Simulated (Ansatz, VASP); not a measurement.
**BaTe: VASP beside Ansatz**

```
Ba Te
1.0
     0.00000    3.43314    3.43314
     3.43314    0.00000    3.43314
     3.43314    3.43314    0.00000
Ba Te
1 1
Cartesian
  0.0000 0.0000 0.0000
  3.4331 3.4331 3.4331
```

Alike in both runs: functional LDA; k mesh 12 × 12 × 12; occupations fermi-dirac, width 0.08 eV; no spin polarisation.

Ansatz relaxed the structure, and its values are those at the end. VASP's run is a single point on that final structure, the one shown.

```csv
,VASP,Ansatz
version,VASP 6.6.1,Ansatz 0.2.0
potentials or method,"VASP PAW LDA potentials, release 64 (Ba_sv, Te)","PAW with Ansatz's default frozen-core files, scalar-relativistic"
plane-wave cutoff (eV),520,420
valence electrons in the cell,16,26
```

Ansatz gave:

- pressure (GPa): 0.0

Question: Estimate VASP's values.

Answer: Pressure (GPa): 0.5.

LDA's correlation is that of Perdew and Zunger in VASP and of Perdew and Wang (1992) in Ansatz. VASP's potentials hold 16 valence electrons a cell and Ansatz's 26, so a difference there can come from the potentials and not from the codes.

Neither program's run includes spin-orbit coupling.
